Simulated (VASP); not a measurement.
# MgO (R-3m) in VASP: G0W0 quasiparticle levels with PBE

Aim: the G0W0 quasiparticle levels of MgO with PBE.

Program: VASP 6.6.1. These are calculated values, not measurements. Logs are shortened: lines on timing, memory, paths and dates and some standing lists are left out, and cuts for length are marked.

**1. The cell of the first run**

The structure is trigonal, space group R-3m (No. 166). Conventional cell: a = 2.884 Å, b = 2.884 Å, c = 7.355 Å, α = 90.00°, β = 90.00°, γ = 120.00°. Mg (site symmetry -3m) has 6 O at 2.07 Å within 2.7 Å. Within 2.7 Å of O (site symmetry -3m) lie 6 Mg at 2.07 Å.

**2. G0W0 quasiparticle levels, PBE**

The input, POSCAR:

```
MgO
1.0
    0.0561362781      2.0952386711      2.0952386711
    2.0952386711      0.0561362781      2.0952386711
    2.0952386711      2.0952386711      0.0561362781
Mg O
1 1
Direct
    0.0000000000      0.0000000000      0.0000000000
    0.5000000000      0.5000000000      0.5000000000
```

The input, INCAR.step1:

```
PREC = Accurate ; ENCUT = 500
EDIFF = 1E-8 ; ISMEAR = 0
SIGMA = 0.01 ; LREAL = F
LASPH = T ; NELM = 80
ALGO = Normal ; LWAVE = T
LCHARG = F ; GGA = PE
```

The input, INCAR.step2:

```
PREC = Accurate ; ENCUT = 500
EDIFF = 1E-8 ; ISMEAR = 0
SIGMA = 0.01 ; LREAL = F
LASPH = T ; NELM = 1
ALGO = Exact ; LWAVE = T
LCHARG = F ; GGA = PE
NBANDS = 77 ; LOPTICS = T
ISTART = 1
```

The input, INCAR.step3:

```
PREC = Accurate ; ENCUT = 500
EDIFF = 1E-8 ; ISMEAR = 0
SIGMA = 0.01 ; LREAL = F
LASPH = T ; ALGO = EVGW0
LWAVE = F ; LCHARG = F
GGA = PE ; NELMGW = 1
NBANDS = 77 ; ENCUTGW = 150.0
NOMEGA = 96 ; PRECFOCK = Fast
ISTART = 1 ; NBANDSGW = 12
OMEGAMAX = 30
```

The input, KPOINTS:

```
regular mesh
0
Gamma
  6 6 6
```

Potentials or basis: VASP PAW PBE potentials, release 64 (Mg_GW, O_GW).

Run with:

```console
> cat potpaw_PBE.64/Mg_GW/POTCAR potpaw_PBE.64/O_GW/POTCAR > POTCAR
> cp INCAR.step1 INCAR
> mpirun -np 1 vasp_std > vasp.out
> cp INCAR.step2 INCAR
> mpirun -np 1 vasp_std > vasp.out
> cp INCAR.step3 INCAR
> mpirun -np 1 vasp_std > vasp.out
```

OUTCAR:

```text
PREC = Accurate
   ENCUT = 500
   EDIFF = 1E-8
   ISMEAR = 0
   LREAL = F
   LASPH = T
   GGA = PE
   NELMGW = 1
   ENCUTGW = 150.0
   PRECFOCK = Fast
   ISTART = 1

 ion  position               nearest neighbor table
   1  0.000  0.000  0.000-   2 2.07   2 2.07   2 2.07   2 2.07   2 2.07   2 2.07
   2  0.500  0.500  0.500-   1 2.07   1 2.07   1 2.07   1 2.07   1 2.07   1 2.07

  LATTYP: Found a trigonal (rhomboedric) cell.
 ALAT       =     2.9636466489
 COS(alpha) =     0.5266033020

  Lattice vectors:

 A1 = (   0.0561362781,   2.0952386711,   2.0952386711)
 A2 = (   2.0952386711,   0.0561362781,   2.0952386711)
 A3 = (   2.0952386711,   2.0952386711,   0.0561362781)

Analysis of symmetry for initial positions (statically):
=====================================================================
 Subroutine PRICEL returns:
 Original cell was already a primitive cell.

 Routine SETGRP: Setting up the symmetry group for a
 trigonal (rhombohedral) supercell.

 Subroutine GETGRP returns: Found 12 space group operations
 (whereof 12 operations were pure point group operations)
 out of a pool of 12 trial point group operations.

The static configuration has the point symmetry D_3d.

Analysis of symmetry for dynamics (positions and initial velocities):
=====================================================================
 Subroutine PRICEL returns:
 Original cell was already a primitive cell.

 Routine SETGRP: Setting up the symmetry group for a
 trigonal (rhombohedral) supercell.

 Subroutine GETGRP returns: Found 12 space group operations
 (whereof 12 operations were pure point group operations)
 out of a pool of 12 trial point group operations.

The dynamic configuration has the point symmetry D_3d.

 Subroutine INISYM returns: Found 12 space group operations
 (whereof 12 operations are pure point group operations),
 and found     1 'primitive' translations

----------------------------------------------------------------------------------------

                                     Primitive cell

  volume of cell :      17.6572

  direct lattice vectors                    reciprocal lattice vectors
     0.056136278  2.095238671  2.095238671    -0.248447325  0.241964537  0.241964537
     2.095238671  0.056136278  2.095238671     0.241964537 -0.248447325  0.241964537
     2.095238671  2.095238671  0.056136278     0.241964537  0.241964537 -0.248447325

  length of vectors
     2.963646649  2.963646649  2.963646649     0.422870840  0.422870840  0.422870840

  position of ions in fractional coordinates (direct lattice)
     0.000000000  0.000000000  0.000000000
     0.500000000  0.500000000  0.500000000

  ion indices of the primitive-cell ions
   primitive index   ion index
                 1           1
                 2           2

----------------------------------------------------------------------------------------

 KPOINTS: regular mesh

Automatic generation of k-mesh.
 Grid dimensions read from file:
 generate k-points for:    6    6    6

 Generating k-lattice:

  Cartesian coordinates                     Fractional coordinates (reciprocal lattice)
    -0.041407887  0.040327423  0.040327423     0.166666667 -0.000000000 -0.000000000
     0.040327423 -0.041407887  0.040327423    -0.000000000  0.166666667 -0.000000000
     0.040327423  0.040327423 -0.041407887    -0.000000000 -0.000000000  0.166666667

  Length of vectors
     0.070478473  0.070478473  0.070478473

  Shift w.r.t. Gamma in fractional coordinates (k-lattice)
     0.000000000  0.000000000  0.000000000

 Subroutine IBZKPT returns following result:
 ===========================================

 Found     32 irreducible k-points:

 Following reciprocal coordinates:
            Coordinates               Weight
  0.000000  0.000000  0.000000      1.000000
  0.166667  0.000000 -0.000000      6.000000
  0.333333  0.000000  0.000000      6.000000
  0.500000  0.000000  0.000000      3.000000
  0.166667  0.166667  0.000000      6.000000
  0.333333  0.166667  0.000000     12.000000
[... 16 lines left out ...]
  0.500000  0.500000  0.166667      6.000000
 -0.333333  0.500000  0.166667     12.000000
 [... further k-points ...]
   k-points           NKPTS =     32   k-points in BZ     NKDIM =    216   number of bands    NBANDS=     77
   number of dos      NEDOS =    301   number of ions     NIONS =      2
   total plane-waves  NPLWV =  13824
   dimension x,y,z NGX =    24 NGY =   24 NGZ =   24
   dimension x,y,z NGXF=    48 NGYF=   48 NGZF=   48
   ions per type =               1   1
   NGX,Y,Z   is equivalent  to a cutoff of  13.46, 13.46, 13.46 a.u.
   NGXF,Y,Z  is equivalent  to a cutoff of  26.93, 26.93, 26.93 a.u.
 SYSTEM =  unknown system
   PREC   = accura    normal or accurate (medium, high low for compatibility)
   ISTART =      1    job   : 0-new  1-cont  2-samecut
   ICHARG =      0    charge: 1-file 2-atom 10-const
   ISPIN  =      1    spin polarized calculation?
   LNONCOLLINEAR =      F non collinear calculations
   LSORBIT =      F    spin-orbit coupling
   LASPH  =      T    aspherical Exc in radial PAW
   ENCUT  =  500.0 eV  36.75 Ry    6.06 a.u.   5.40  5.40  5.40*2*pi/ulx,y,z
   NELM   =     60;   NELMIN=  2; NELMDL=  0     # of ELM steps
   EDIFF  = 0.1E-07   stopping-criterion for ELM
   LREAL  =      F    real-space projection
   EDIFFG = 0.1E-06   stopping-criterion for IOM
   NSW    =      0    number of steps for IOM
   IBRION =     -1    ionic relax: 0-MD 1-quasi-New 2-CG
   NFREE  =      0    steps in history (QN), initial steepest desc. (CG)
   ISIF   =      0    stress and relaxation
   ISYM   =      3    0-nonsym 1-usesym 2-fastsym
   POTIM  = 0.5000    time-step for ionic-motion
   TEBEG  =    0.0;   TEEND  =   0.0 temperature during run
   PSTRESS=    0.0 pullay stress
   NELECT =       8.0000    total number of electrons
   NUPDOWN=      -1.0000    fix difference up-down
   EMIN   =  10.00;   EMAX   =-10.00  energy-range for DOS
   EFERMI =   0.00;   METHOD = LEGACY
   ISMEAR =     0;   SIGMA  =   0.01  broadening in eV -4-tet -1-fermi 0-gaus
   EFERMI_NEDOS =   21; number of points for ismear=-14 and -15
   IALGO  =     38    algorithm
   IMIX   =      4    mixing-type and parameters
     AMIX     =   0.40;   BMIX     =  1.00
     AMIX_MAG =   1.60;   BMIX_MAG =  1.00
  volume/ion in A,a.u.               =       8.83        59.58
  Fermi-wavevector in a.u.,A,eV,Ry     =   1.257374  2.376093 21.510674  1.580990
  Thomas-Fermi vector in A             =   2.391036
   LORBIT       =      0    0 simple, 1 ext, 2 COOP (PROOUT), +10 PAW based schemes
   GGA     = PE    functional components
   LHFCALC =     T    Hartree Fock is set to
   PRECFOCK=fast      Normal, Fast or Accurate (Low or Medium for compatibility)
   ENCUT4O =  -1.0   cutoff for four orbital integrals eV
   NKREDX  =     1    reduce k-point grid by
   NKREDY  =     1    reduce k-point grid by
   NKREDZ  =     1    reduce k-point grid by
   AEXX    =    1.0000 exact exchange contribution
   HFSCREEN=    0.0000 screening length (either q_TF or 0.3 A-1)
   HFSCREENC=   0.0000 screening length for correlation (either q_TF or 0.3 A-1)
   ENCUTFOCK=  -1.0 apply spherical cutoff to Coloumb kernel
   IVDW    =     0    specifies the selected vdW correction
   LEPSILON=     F    determine dielectric tensor
   LRPA    =     F    only Hartree local field effects (RPA)
   LRPAFORCE           =     F    calculate RPA forces
   ENCUTGW             = 150.0    cutoff for response function in eV
   ENCUTGWSOFT         = 120.0    soft cutoff for Coulomb kernel in GW response function in eV
   ENCUTLF             =  -1.0    cutoff for local field effects
   NELMGW              =     1    number of iterations in solving QP/BSE equation
   NELMHF              =     1    number of iterations in the inner HF iteration
   NKREDLFX            =     1    NKREDLFY  =   1   NKREDLFZ  =   1
 non-spin polarized calculation
 Gauss-broadening in eV      SIGMA  =   0.01
  energy-cutoff  :      500.00
  volume of cell :       17.66
 maximum number of plane-waves:       463
 NGX is ok and might be reduce to    24
  NGX = 12; NGY = 12; NGZ = 12
   NGX = 11   NGY = 11   NGZ = 11
 maximum number of plane-waves:        78

 QP shifts <psi_nk| G(iteration)W_0 |psi_nk>: iteration 1
 for sc-GW calculations column KS-energies equals QP-energies in previous step
 and V_xc(KS)=  KS-energies - (<T + V_ion + V_H > + <T+V_H+V_ion>^1  + <V_x>^1)

 k-point   1 :       0.0000    0.0000    0.0000
  band No.  KS-energies  QP-energies   sigma(KS)   V_xc(KS)     V^pw_x(r,r')   Z            occupation Imag(sigma)

      1     -13.9440     -16.1791     -21.3226     -18.0919     -29.9398       0.6918       2.0000       1.0956
      2       3.4038       2.0504     -21.4171     -19.7090     -25.2273       0.7923       2.0000       0.0667
      3       3.7398       2.4042     -21.6301     -19.9422     -25.5108       0.7913       2.0000       0.0675
      4       3.7398       2.4042     -21.6301     -19.9422     -25.5108       0.7913       2.0000       0.0675
      5       8.8880      10.2009     -10.9466     -12.5011      -7.5826       0.8445       0.0000      -0.0560
      6      18.9961      20.3129      -7.7043      -9.2724      -3.2924       0.8397       0.0000      -0.0904
      7      20.1597      21.4835      -7.6777      -9.2661      -3.1690       0.8334       0.0000      -0.1019
      8      20.1597      21.4835      -7.6777      -9.2661      -3.1690       0.8334       0.0000      -0.1019
      9      23.7754      24.2873      -7.5127      -8.1830      -1.7851       0.7636       0.0000      -0.4006
     10      25.6835      27.3094      -8.1132     -10.0766      -3.3707       0.8281       0.0000      -0.1571
     11      25.6835      27.3094      -8.1132     -10.0766      -3.3707       0.8281       0.0000      -0.1571
     12      28.4422      30.0310      -7.7847      -9.7881      -2.0380       0.7931       0.0000      -0.4367

 k-point   2 :       0.1667    0.0000   -0.0000
  band No.  KS-energies  QP-energies   sigma(KS)   V_xc(KS)     V^pw_x(r,r')   Z            occupation Imag(sigma)
[... 353 lines left out ...]
      1     -12.1817     -14.4463     -22.9955     -19.9011     -31.4658       0.7318       2.0000       1.0065
      2      -0.1453      -2.0491     -18.2020     -15.7476     -22.3137       0.7757       2.0000       0.1047
      3       1.2243      -0.5104     -19.2280     -17.0149     -23.1948       0.7838       2.0000       0.0870
      4       1.8818       0.2528     -19.8966     -17.8217     -23.8777       0.7851       2.0000       0.0814
      5      14.3273      15.6994      -9.4425     -11.0846      -5.4220       0.8355       0.0000      -0.0742
      6      15.7765      17.4301      -9.0504     -11.0209      -4.9425       0.8392       0.0000      -0.0749
      7      16.5941      18.4194     -11.9925     -14.2684      -7.5075       0.8020       0.0000      -0.1031
      8      20.8679      22.5142      -9.3102     -11.3594      -4.2871       0.8034       0.0000      -0.1668
      9      24.5861      26.1923      -9.5134     -11.5583      -3.8936       0.7854       0.0000      -0.3197
     10      29.0388      30.3731      -8.1251      -9.7656      -2.4853       0.8134       0.0000      -0.5606
     11      30.6834      32.6564      -8.9584     -11.2813      -3.6407       0.8494       0.0000      -0.6043
     12      32.8989      34.9045      -9.6111     -11.9815      -3.7689       0.8461       0.0000      -0.8223

 [... further k-points ...]
```

It took 2.2 min on 1 thread of Intel Xeon 6975P-C (Granite Rapids), shared host; peak memory 0.37 GiB.

Results:

| Item | Value |
| --- | --- |
| Quasiparticle gap | 7.80 eV |
| Least direct quasiparticle gap | 7.80 eV |
| Band gap of the starting levels on the mesh | 5.15 eV |
| Least direct gap of the starting levels on the mesh | 5.15 eV |

Caveat: the k points lie up to 0.44 Å⁻¹ apart; bands, screening cutoff and mesh are small and nothing is extrapolated, so the quasiparticle values aren't converged.
